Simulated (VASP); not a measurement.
A run of VASP 6.6.1 is set up as follows.

POSCAR

```
Tl
1.0
   -0.0497500000      2.3799570000      2.4696960000
    2.4271860000     -0.0960370000      2.5159830000
    2.3992170000      2.3982760000     -0.0680680000
Tl
1
Direct
    0.0140700000      0.0123330000     -0.0222180000
```

Contents of INCAR.step1:

```
SYSTEM = Tl
PREC     = Accurate       ! precision mode
ENCUT    = 520            ! plane-wave cutoff, eV
ISMEAR   = -1             ! smearing method
SIGMA    = 0.15           ! smearing width, eV
LREAL    = .FALSE.        ! projectors in reciprocal space
LASPH    = .TRUE.         ! aspherical terms in the spheres
NELM     = 100            ! most SCF steps
NBANDS   = 12             ! bands
GGA      = PE             ! functional
ALGO     = Normal         ! electronic algorithm
EDIFF    = 1E-4           ! SCF threshold, eV
LWAVE    = .TRUE.         ! write WAVECAR
LCHARG   = .FALSE.        ! write CHGCAR
```

File INCAR.step2:

```
SYSTEM = Tl
PREC     = Accurate       ! precision mode
ENCUT    = 520            ! plane-wave cutoff, eV
EDIFF    = 1E-6           ! SCF threshold, eV
ISMEAR   = -1             ! smearing method
SIGMA    = 0.15           ! smearing width, eV
LREAL    = .FALSE.        ! projectors in reciprocal space
LASPH    = .TRUE.         ! aspherical terms in the spheres
NELM     = 100            ! most SCF steps
ALGO     = Normal         ! electronic algorithm
ISIF     = 2              ! what is computed and relaxed
LWAVE    = .FALSE.        ! write WAVECAR
LCHARG   = .FALSE.        ! write CHGCAR
METAGGA  = R2SCAN         ! meta-GGA
LMIXTAU  = .TRUE.       
LUSE_VDW = .TRUE.       
IVDW_NL  = 2            
BPARAM   = 11.95        
CPARAM   = 0.0093       
NBANDS   = 12             ! bands
ISTART   = 1
```

KPOINTS

```
Automatic mesh
0
G
  9 9 9
  0 0 0
```

Potentials or basis: VASP PAW PBE potentials, release 64 (Tl_d).

Command:

```console
$ cat potpaw_PBE.64/Tl_d/POTCAR > POTCAR
$ cp INCAR.step1 INCAR
$ mpirun -np 1 vasp_std > vasp.out
$ cp INCAR.step2 INCAR
$ mpirun -np 1 vasp_std > vasp.out
```

Task: Predict the pressure.

Result: -1.0 GPa.

Task: Predict the band gap on the k mesh.

Result: Zero (an odd number of electrons rules out a gap without spin polarisation).

Stress tensor (GPa, compression positive):
```
-0.91  0.21 -0.09
 0.21 -0.85  0.20
-0.09  0.20 -1.20
```

Caveat: the cell differs from its parent crystal (the cell strained at random); the PAW data sets were made with another functional, which shifts forces and pressure a little; spin-orbit coupling is left out, which moves the levels of the heavy elements.
